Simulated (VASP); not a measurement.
Wanted: the native input for a VASP 6.6.1 run.

| Quantity | Value |
| --- | --- |
| Task | single point |
| Functional | r2SCAN |
| Dispersion | D3(BJ) |
| Potentials or basis | VASP PAW PBE potentials, release 64 (I) |
| Cutoff | 520 eV |
| k mesh | 6 × 6 × 4 |
| Occupations | gaussian, width 0.02 eV |
| Spin | no spin polarisation |
| Dipole correction | no |
| Further INCAR settings | ALGO = Normal; EDIFF = 1e-06; NBANDS = 22 |

Crystal: I.

```xyz
4
Lattice="3.7277 -2.2853 0.0000 3.7277 2.2853 0.0000 0.0000 0.0000 9.7856" Properties=species:S:1:pos:R:3 pbc="T T T"
I     3.7277   -1.5566    8.6062
I     3.7277    0.7287    6.0722
I     3.7277    1.5566    1.1794
I     3.7277   -0.7287    3.7134
```

One way to write it, as run:

POSCAR

```
I
1.0
    3.7276685432     -2.2852907327      0.0000000000
    3.7276685432      2.2852907327      0.0000000000
    0.0000000000      0.0000000000      9.7855820642
I
4
Direct
    0.8405640490      0.1594359510      0.8794740581
    0.3405640490      0.6594359510      0.6205259419
    0.1594359510      0.8405640490      0.1205259419
    0.6594359510      0.3405640490      0.3794740581
```

INCAR.step1

```
PREC = Accurate
ENCUT = 520
ISMEAR = 0
SIGMA = 0.02
LREAL = False
LASPH = True
NELM = 80
NBANDS = 22
GGA = PE
ALGO = Normal
EDIFF = 1E-4
LWAVE = True
LCHARG = False
```

INCAR.step2

```
PREC = Accurate
ENCUT = 520
EDIFF = 1E-6
ISMEAR = 0
SIGMA = 0.02
LREAL = False
LASPH = True
NELM = 80
ALGO = Normal
ISIF = 2
LWAVE = False
LCHARG = True
METAGGA = R2SCAN
LMIXTAU = True
IVDW = 12
VDW_S6 = 1.0
VDW_S8 = 0.78981345
VDW_A1 = 0.49484001
VDW_A2 = 5.73083694
LELF = True
LVHAR = True
NBANDS = 22
ISTART = 1
```

KPOINTS

```
Automatic mesh
0
Gamma
  6 6 4
```

Potentials or basis: VASP PAW PBE potentials, release 64 (I).

Command:

```sh
$ cat potpaw_PBE.64/I/POTCAR > POTCAR
$ cp INCAR.step1 INCAR
$ mpirun -np 1 vasp_std > vasp.out
$ cp INCAR.step2 INCAR
$ mpirun -np 1 vasp_std > vasp.out
```

It gave:

| Property | Result |
| --- | --- |
| Pressure | -0.1 GPa |
| Largest force | 0.004 eV/Å |
| Band gap on the k mesh | 1.19 eV (least direct gap 1.32 eV) |
| Dispersion energy per atom | -0.148 eV |

Caveat: the PAW data sets were made with another functional, which shifts forces and pressure a little; spin-orbit coupling is left out, which moves the levels of the heavy elements.

Run time: 13 min on 1 thread of AMD EPYC 7R43 64-Core Processor (Zen 3), on a shared host, peak memory 0.36 GiB.
